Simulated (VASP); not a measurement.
# GaCo (Pm-3m) in VASP: further runs

Runs on GaCo. Level: LDA. Tasks: single point.

All numbers are computed with VASP 6.6.1; they aren't measurements. Logs are shortened: lines on timing, memory, paths and dates and some standing lists are left out, and cuts for length are marked.

## (1) The cell of the first run

The structure is cubic, space group Pm-3m (No. 221). Conventional cell: a = 2.878 Å, b = 2.878 Å, c = 2.878 Å, α = 90.00°, β = 90.00°, γ = 90.00°. Ga (site symmetry m-3m) has 8 Co at 2.49 Å and 6 Ga at 2.88 Å within 3.3 Å. Within 3.3 Å of Co (site symmetry m-3m) lie 8 Ga at 2.49 Å and 6 Co at 2.88 Å.

## (2) Single point, LDA, collinear spin, ferromagnetic start

Contents of INCAR:

```
SYSTEM = GaCo
PREC = Accurate
ENCUT = 520
EDIFF = 1E-6
ISMEAR = -1
SIGMA = 0.08
LREAL = .False.
LASPH = .True.
NELM = 150
ALGO = Normal
ISIF = 2
LWAVE = .False.
LCHARG = .False.
ISPIN = 2
MAGMOM = 0 2
LORBIT = 11
LMAXMIX = 4
GGA = CA
NBANDS = 22
```

Contents of KPOINTS:

```
regular mesh
0
Gamma
  11 11 11
  0 0 0
```

Contents of POSCAR:

```
GaCo
1.0
    2.8780000000      0.0000000000      0.0000000000
    0.0000000000      2.8780000000      0.0000000000
    0.0000000000      0.0000000000      2.8780000000
Ga Co
1 1
Direct
    0.5000000000      0.5000000000      0.5000000000
    0.0000000000      0.0000000000      0.0000000000
```

Potentials or basis: VASP PAW LDA potentials, release 64 (Ga_d, Co).

Command:

```sh
$ cat potpaw_LDA.64/Ga_d/POTCAR potpaw_LDA.64/Co/POTCAR > POTCAR
$ mpirun -np 1 vasp_std > vasp.out
```

OUTCAR:

```text
SYSTEM = GaCo
   PREC = Accurate
   ENCUT = 520
   EDIFF = 1E-6
   ISMEAR = -1
   LREAL = .False.
   LASPH = .True.
   NELM = 150
   ISIF = 2
   ISPIN = 2
   LORBIT = 11
   GGA = CA

 ion  position               nearest neighbor table
   1  0.500  0.500  0.500-   2 2.49   2 2.49   2 2.49   2 2.49   2 2.49   2 2.49   2 2.49   2 2.49

   2  0.000  0.000  0.000-   1 2.49   1 2.49   1 2.49   1 2.49   1 2.49   1 2.49   1 2.49   1 2.49

  LATTYP: Found a simple cubic cell.
 ALAT       =     2.8780000000

  Lattice vectors:

 A1 = (   2.8780000000,   0.0000000000,   0.0000000000)
 A2 = (   0.0000000000,   2.8780000000,   0.0000000000)
 A3 = (   0.0000000000,   0.0000000000,   2.8780000000)

Analysis of symmetry for initial positions (statically):
=====================================================================
 Subroutine PRICEL returns:
 Original cell was already a primitive cell.

 Routine SETGRP: Setting up the symmetry group for a
 simple cubic supercell.

 Subroutine GETGRP returns: Found 48 space group operations
 (whereof 48 operations were pure point group operations)
 out of a pool of 48 trial point group operations.

The static configuration has the point symmetry O_h .

Analysis of symmetry for dynamics (positions and initial velocities):
=====================================================================
 Subroutine PRICEL returns:
 Original cell was already a primitive cell.

 Routine SETGRP: Setting up the symmetry group for a
 simple cubic supercell.

 Subroutine GETGRP returns: Found 48 space group operations
 (whereof 48 operations were pure point group operations)
 out of a pool of 48 trial point group operations.

The dynamic configuration has the point symmetry O_h .

Analysis of structural, dynamic, and magnetic symmetry:
=====================================================================
 Subroutine PRICEL returns:
 Original cell was already a primitive cell.

 Routine SETGRP: Setting up the symmetry group for a
 simple cubic supercell.

 Subroutine GETGRP returns: Found 48 space group operations
 (whereof 48 operations were pure point group operations)
 out of a pool of 48 trial point group operations.

The overall configuration has the point symmetry O_h .

 Subroutine INISYM returns: Found 48 space group operations
 (whereof 48 operations are pure point group operations),
 and found     1 'primitive' translations

----------------------------------------------------------------------------------------

                                     Primitive cell

  volume of cell :      23.8381

  direct lattice vectors                    reciprocal lattice vectors
     2.878000000  0.000000000  0.000000000     0.347463516  0.000000000  0.000000000
     0.000000000  2.878000000  0.000000000     0.000000000  0.347463516  0.000000000
     0.000000000  0.000000000  2.878000000     0.000000000  0.000000000  0.347463516

  length of vectors
     2.878000000  2.878000000  2.878000000     0.347463516  0.347463516  0.347463516

  position of ions in fractional coordinates (direct lattice)
     0.500000000  0.500000000  0.500000000
     0.000000000  0.000000000  0.000000000

  ion indices of the primitive-cell ions
   primitive index   ion index
                 1           1
                 2           2

----------------------------------------------------------------------------------------

 KPOINTS: regular mesh

Automatic generation of k-mesh.
 Grid dimensions read from file:
 generate k-points for:   11   11   11

 Generating k-lattice:

  Cartesian coordinates                     Fractional coordinates (reciprocal lattice)
     0.031587592  0.000000000  0.000000000     0.090909091  0.000000000  0.000000000
     0.000000000  0.031587592  0.000000000     0.000000000  0.090909091  0.000000000
     0.000000000  0.000000000  0.031587592     0.000000000  0.000000000  0.090909091

  Length of vectors
     0.031587592  0.031587592  0.031587592

  Shift w.r.t. Gamma in fractional coordinates (k-lattice)
     0.000000000  0.000000000  0.000000000

 Subroutine IBZKPT returns following result:
 ===========================================

 Found     56 irreducible k-points:

 Following reciprocal coordinates:
            Coordinates               Weight
  0.000000  0.000000  0.000000      1.000000
  0.090909  0.000000  0.000000      6.000000
  0.181818  0.000000  0.000000      6.000000
  0.272727  0.000000  0.000000      6.000000
  0.363636  0.000000  0.000000      6.000000
  0.454545  0.000000  0.000000      6.000000
[... 16 lines left out ...]
  0.181818  0.090909  0.090909     24.000000
  0.272727  0.090909  0.090909     24.000000
 [... further k-points ...]
   k-points           NKPTS =     56   k-points in BZ     NKDIM =     56   number of bands    NBANDS=     22
   number of dos      NEDOS =    301   number of ions     NIONS =      2
   total plane-waves  NPLWV =  13824
   dimension x,y,z NGX =    24 NGY =   24 NGZ =   24
   dimension x,y,z NGXF=    48 NGYF=   48 NGZF=   48
   ions per type =               1   1
   NGX,Y,Z   is equivalent  to a cutoff of  13.86, 13.86, 13.86 a.u.
   NGXF,Y,Z  is equivalent  to a cutoff of  27.73, 27.73, 27.73 a.u.
 SYSTEM =  GaCo
   PREC   = accura    normal or accurate (medium, high low for compatibility)
   ISTART =      0    job   : 0-new  1-cont  2-samecut
   ICHARG =      2    charge: 1-file 2-atom 10-const
   ISPIN  =      2    spin polarized calculation?
   LNONCOLLINEAR =      F non collinear calculations
   LSORBIT =      F    spin-orbit coupling
   LASPH  =      T    aspherical Exc in radial PAW
   ENCUT  =  520.0 eV  38.22 Ry    6.18 a.u.   5.35  5.35  5.35*2*pi/ulx,y,z
   NELM   =    150;   NELMIN=  2; NELMDL= -5     # of ELM steps
   EDIFF  = 0.1E-05   stopping-criterion for ELM
   LREAL  =      F    real-space projection
   EDIFFG = 0.1E-04   stopping-criterion for IOM
   NSW    =      0    number of steps for IOM
   IBRION =     -1    ionic relax: 0-MD 1-quasi-New 2-CG
   NFREE  =      0    steps in history (QN), initial steepest desc. (CG)
   ISIF   =      2    stress and relaxation
   ISYM   =      2    0-nonsym 1-usesym 2-fastsym
   POTIM  = 0.5000    time-step for ionic-motion
   TEBEG  =    0.0;   TEEND  =   0.0 temperature during run
   PSTRESS=    0.0 pullay stress
   NELECT =      22.0000    total number of electrons
   NUPDOWN=      -1.0000    fix difference up-down
   EMIN   =  10.00;   EMAX   =-10.00  energy-range for DOS
   EFERMI =   0.00;   METHOD = LEGACY
   ISMEAR =    -1;   SIGMA  =   0.08  broadening in eV -4-tet -1-fermi 0-gaus
   EFERMI_NEDOS =   21; number of points for ismear=-14 and -15
   IALGO  =     38    algorithm
   IMIX   =      4    mixing-type and parameters
     AMIX     =   0.40;   BMIX     =  1.00
     AMIX_MAG =   1.60;   BMIX_MAG =  1.00
  volume/ion in A,a.u.               =      11.92        80.43
  Fermi-wavevector in a.u.,A,eV,Ry     =   1.593890  3.012015 34.565389  2.540484
  Thomas-Fermi vector in A             =   2.692049
   LORBIT       =     11    0 simple, 1 ext, 2 COOP (PROOUT), +10 PAW based schemes
   GGA     = CA    functional components
   LHFCALC =     F    Hartree Fock is set to
   AEXX    =    0.0000 exact exchange contribution
   IVDW    =     0    specifies the selected vdW correction
   LEPSILON=     F    determine dielectric tensor
   LRPA    =     F    only Hartree local field effects (RPA)
 spin polarized calculation
  energy-cutoff  :      520.00
  volume of cell :       23.84
 maximum number of plane-waves:       659
 NGX is ok and might be reduce to    24
   NGX = 11   NGY = 11   NGZ = 11

 number of electron      22.0000018 magnetization       0.0001891

 Free energy of the ion-electron system (eV)
  ---------------------------------------------------
  ext. energy  EPLUGINS =         0.00000000
  ---------------------------------------------------
  free energy    TOTEN  =       -12.47614726 eV

  energy without entropy =      -12.44916886  energy(sigma->0) =      -12.46265806

 E-fermi :   9.4785     XC(G=0): -13.5395

 val. band max:        9.4504134025   @ k =   0.4545   0.3636   0.2727
 cond. band min:       9.5334521060   @ k =   0.4545   0.3636   0.0909
 fundamental gap:      0.0830387035
 Fermi energy:         9.4784889215

 spin component 1

 k-point     1 :       0.0000    0.0000    0.0000
  band No.  band energies     occupation
      1      -5.7249      1.00000
      2      -5.7249      1.00000
      3      -5.3820      1.00000
      4      -5.3820      1.00000
      5      -5.3820      1.00000
      6      -2.5462      1.00000
[... 14 lines left out ...]
     21      34.6103      0.00000
     22      34.6103      0.00000

 k-point     2 :       0.0909    0.0000    0.0000
  band No.  band energies     occupation
      1      -5.7206      1.00000
      2      -5.7031      1.00000
      3      -5.3898      1.00000
      4      -5.3898      1.00000
      5      -5.3802      1.00000
      6      -2.3902      1.00000
[... 14 lines left out ...]
     21      32.9902      0.00000
     22      33.7174      0.00000

 k-point     3 :       0.1818    0.0000    0.0000
  band No.  band energies     occupation
      1      -5.7091      1.00000
      2      -5.6464      1.00000
      3      -5.4108      1.00000
      4      -5.4108      1.00000
      5      -5.3753      1.00000
      6      -1.9218      1.00000
[... 14 lines left out ...]
     21      30.6904      0.00000
     22      34.0635      0.00000
[... 476 lines left out ...]
 k-point    23 :       0.1818    0.0909    0.0909
  band No.  band energies     occupation
      1      -5.6753      1.00000
      2      -5.6271      1.00000
      3      -5.4231      1.00000
      4      -5.4209      1.00000
      5      -5.3932      1.00000
      6      -1.6157      1.00000
[... 14 lines left out ...]
     21      32.0981      0.00000
     22      33.6182      0.00000

 k-point    24 :       0.2727    0.0909    0.0909
  band No.  band energies     occupation
      1      -5.6616      1.00000
      2      -5.5534      1.00000
      3      -5.4569      1.00000
      4      -5.4496      1.00000
      5      -5.3885      1.00000
      6      -0.8494      1.00000
[... 14 lines left out ...]
     21      30.2376      0.00000
     22      32.5290      0.00000

 [... further k-points ...]

 spin component 2

 k-point     1 :       0.0000    0.0000    0.0000
  band No.  band energies     occupation
      1      -5.7250      1.00000
      2      -5.7250      1.00000
      3      -5.3821      1.00000
      4      -5.3821      1.00000
      5      -5.3821      1.00000
      6      -2.5462      1.00000
[... 14 lines left out ...]
     21      34.6105      0.00000
     22      34.6105      0.00000

 k-point     2 :       0.0909    0.0000    0.0000
  band No.  band energies     occupation
      1      -5.7207      1.00000
      2      -5.7032      1.00000
      3      -5.3899      1.00000
      4      -5.3899      1.00000
      5      -5.3803      1.00000
      6      -2.3901      1.00000
[... 14 lines left out ...]
     21      32.9903      0.00000
     22      33.7175      0.00000

 k-point     3 :       0.1818    0.0000    0.0000
  band No.  band energies     occupation
      1      -5.7092      1.00000
      2      -5.6465      1.00000
      3      -5.4110      1.00000
      4      -5.4110      1.00000
      5      -5.3754      1.00000
      6      -1.9217      1.00000
[... 14 lines left out ...]
     21      30.6905      0.00000
     22      34.0636      0.00000
[... 476 lines left out ...]
 k-point    23 :       0.1818    0.0909    0.0909
  band No.  band energies     occupation
      1      -5.6754      1.00000
      2      -5.6273      1.00000
      3      -5.4232      1.00000
      4      -5.4210      1.00000
      5      -5.3933      1.00000
      6      -1.6156      1.00000
[... 14 lines left out ...]
     21      32.0982      0.00000
     22      33.6183      0.00000

 k-point    24 :       0.2727    0.0909    0.0909
  band No.  band energies     occupation
      1      -5.6617      1.00000
      2      -5.5535      1.00000
      3      -5.4570      1.00000
      4      -5.4497      1.00000
      5      -5.3886      1.00000
      6      -0.8494      1.00000
[... 14 lines left out ...]
     21      30.2377      0.00000
     22      32.5292      0.00000

 [... further k-points ...]
[... 5 lines left out ...]
  --------------------------------------------------------------------------------------
  -------------------------------------------------------------------------------------
  Total       -1.8985116     -1.8985116     -1.8985116      0.0000000      0.0000000      0.0000000
  in kB     -127.6002306   -127.6002306   -127.6002306      0.0000000      0.0000000      0.0000000
  external PRESSURE =    -127.6002306 kB  Pullay stress =       0.0000000 kB

 VOLUME and BASIS-vectors are now :
 -----------------------------------------------------------------------------
  energy-cutoff  :      520.00
  volume of cell :       23.84
      direct lattice vectors                 reciprocal lattice vectors
     2.878000000  0.000000000  0.000000000     0.347463516  0.000000000  0.000000000
     0.000000000  2.878000000  0.000000000     0.000000000  0.347463516  0.000000000
     0.000000000  0.000000000  2.878000000     0.000000000  0.000000000  0.347463516

 POSITION                                       TOTAL-FORCE (eV/Angst)
 -----------------------------------------------------------------------------------
      1.43900      1.43900      1.43900         0.000000      0.000000      0.000000
      0.00000      0.00000      0.00000         0.000000      0.000000      0.000000
 -----------------------------------------------------------------------------------
    total drift:                                0.000000      0.000000     -0.000000

  FREE ENERGIE OF THE ION-ELECTRON SYSTEM (eV)
  ---------------------------------------------------
  free  energy   TOTEN  =       -12.4761472647 eV

  energy  without entropy=      -12.4491688581  energy(sigma->0) =      -12.46265806

 total charge

# of ion       s       p       d       tot
------------------------------------------
    1        0.859   0.891  10.050  11.800
    2        0.389   0.448   7.529   8.366
--------------------------------------------------
tot          1.247   1.339  17.580  20.166

 magnetization (x)

# of ion       s       p       d       tot
------------------------------------------
    1       -0.000  -0.000  -0.000  -0.000
    2        0.000   0.000   0.000   0.000
--------------------------------------------------
tot         -0.000  -0.000   0.000   0.000
```

Wall time 25 s (1 thread of Intel Xeon Platinum 8488C (Sapphire Rapids), shared host); peak memory 0.16 GiB.

What came out:

```yaml
Free_energy: -12.4761 eV
Pressure: -12.8 GPa
Band_gap_on_the_k_mesh: zero (filled and empty bands overlap)
Net_moment: 0.00 μB per cell
Valence_electrons_inside_the_program's_atomic_spheres: Ga 11.80; Co 8.37
```

Levels at points of the mesh, in eV from the Fermi level:
Spin up:
```tsv
k point	band 9	band 10	band 11	band 12	band 13	band 14
(0.00, 0.00, 0.00)	-0.68	-0.68	-0.68	5.20	5.20	5.20
```
Spin down:
```
           k point  band 7  band 8  band 9  band 10  band 11  band 12  band 13  band 14  band 15  band 16
(0.00, 0.00, 0.00)   -2.53   -2.53   -0.68    -0.68    -0.68     5.20     5.20     5.20    11.22    11.22
```

Caveat: the starting moments collapsed, and a magnetic state may lie lower.

## (3) Single point, LDA, collinear spin, ferromagnetic start (volume scaled by 1.04)

Contents of INCAR:

```
  ALGO = Normal
  EDIFF = 1E-6
  ENCUT = 520
  ISIF = 2
  ISMEAR = -1
  ISPIN = 2
  LASPH = True
  LCHARG = True
  LELF = True
  LMAXMIX = 4
  LORBIT = 11
  LREAL = False
  LVHAR = True
  LWAVE = False
  MAGMOM = 0 2
  NBANDS = 22
  NELM = 150
  PREC = Accurate
  SIGMA = 0.08
```

Contents of KPOINTS:

```
k-points
0
Gamma
  11 11 11
```

Contents of POSCAR:

```
GaCo
1.0
    2.9158727642      0.0000000000      0.0000000000
    0.0000000000      2.9158727642      0.0000000000
    0.0000000000      0.0000000000      2.9158727642
Ga Co
1 1
Direct
    0.5000000000      0.5000000000      0.5000000000
    0.0000000000      0.0000000000      0.0000000000
```

Potentials or basis: VASP PAW LDA potentials, release 64 (Ga_d, Co).

Command:

```sh
$ cat potpaw_LDA.64/Ga_d/POTCAR potpaw_LDA.64/Co/POTCAR > POTCAR
$ mpirun -np 1 vasp_std > vasp.out
```

Run time: 31 s. Hardware: 1 thread of Intel Xeon Platinum 8488C (Sapphire Rapids), shared host; peak memory 0.16 GiB.

The run converged. Its results:

| Quantity | Value |
| --- | --- |
| Free energy | -12.3832 eV |
| Pressure | -18.2 GPa |
| Band gap on the k mesh | zero (filled and empty bands overlap) |
| Net moment | 0.00 μB per cell |
| Valence electrons inside the program's atomic spheres | Ga 11.74; Co 8.30 |

Levels at points of the mesh, in eV from the Fermi level:
Spin up:
| k point | band 8 | band 9 | band 10 | band 11 | band 12 | band 13 | band 14 | band 15 |
| --- | --- | --- | --- | --- | --- | --- | --- | --- |
| (0.00, 0.00, 0.00) | -2.38 | -0.64 | -0.64 | -0.64 | 5.07 | 5.07 | 5.07 | 10.97 |
Spin down:
```csv
k point,band 9,band 10,band 11,band 12,band 13,band 14
"(0.00, 0.00, 0.00)",-0.64,-0.64,-0.64,5.07,5.07,5.07
```

Caveat: the starting moments collapsed, and a magnetic state may lie lower.
